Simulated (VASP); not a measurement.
Input of a VASP 6.6.1 run:

The input POSCAR:

```
Co2O
1.0
    2.8058730000      0.0000000000      0.0000000000
    0.0000000000      4.5287290000      0.0000000000
    0.0000000000      0.0000000000      4.2717900000
Co O
4 2
Direct
    0.0000000000      0.3250000000      0.2610000000
    0.5000000000      0.1750000000      0.7610000000
    0.0000000000      0.6750000000      0.7390000000
    0.5000000000      0.8250000000      0.2390000000
    0.0000000000      0.0000000000      0.0000000000
    0.5000000000      0.5000000000      0.5000000000
```

Contents of INCAR.step1:

```
SYSTEM = Co2O
  ALGO = Normal
  EDIFF = 1E-4
  ENCUT = 520
  GGA = PE
  ISMEAR = -1
  LASPH = .True.
  LCHARG = .False.
  LREAL = .False.
  LWAVE = .True.
  NBANDS = 33
  NELM = 80
  PREC = Accurate
  SIGMA = 0.1
```

Contents of INCAR.step2:

```
SYSTEM = Co2O
  ALGO = Normal
  EDIFF = 1E-6
  ENCUT = 520
  ISIF = 2
  ISMEAR = -1
  ISTART = 1
  LASPH = .True.
  LCHARG = .True.
  LELF = .True.
  LMIXTAU = .True.
  LREAL = .False.
  LVHAR = .True.
  LWAVE = .False.
  METAGGA = R2SCAN
  NBANDS = 33
  NELM = 80
  PREC = Accurate
  SIGMA = 0.1
```

File KPOINTS:

```
k-points
0
Gamma
  6 4 4
  0 0 0
```

Potentials or basis: VASP PAW PBE potentials, release 64 (Co, O).

Command:

```bash
$ cat potpaw_PBE.64/Co/POTCAR potpaw_PBE.64/O/POTCAR > POTCAR
$ cp INCAR.step1 INCAR
$ mpirun -np 1 vasp_std > vasp.out
$ cp INCAR.step2 INCAR
$ mpirun -np 1 vasp_std > vasp.out
```

(1) What does it give for the pressure?

(2) What does it give for the band gap on the k mesh?

(3) Estimate the largest force.

Answers

(1) 14.7 GPa.

(2) zero (band 24 reaches 10.96 eV, above the bottom of band 25 at 10.62 eV).

(3) 0.479 eV/Å.

Caveat: the k points lie up to 0.37 Å⁻¹ apart; the PAW data sets were made with another functional, which shifts forces and pressure a little; the run has no spin polarisation, though such a crystal can be magnetic.
